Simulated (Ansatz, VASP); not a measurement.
# GaP in VASP and in Ansatz

```
Ga P
1.0
     0.00000    2.70696    2.70696
     2.70696    0.00000    2.70696
     2.70696    2.70696    0.00000
Ga P
1 1
Direct
  0.00000 0.00000 0.00000
  0.75000 0.75000 0.75000
```

Change from the starting cell: volume scaled by 0.98.

Alike in both runs: task single point; functional PBE; k mesh 10 × 10 × 10; occupations fermi-dirac, width 0.05 eV; no spin polarisation.

```csv
,VASP,Ansatz
version,VASP 6.6.1,Ansatz 0.2.0
potentials or method,"VASP PAW PBE potentials, release 64 (Ga_d, P), cutoff 520 eV","all-electron LAPW, scalar-relativistic"
```

```tsv
	VASP	Ansatz	Ansatz less VASP
pressure (GPa)	4.3	4.3	+0.01
```

Ansatz ran all-electron here, and VASP with PAW potentials.
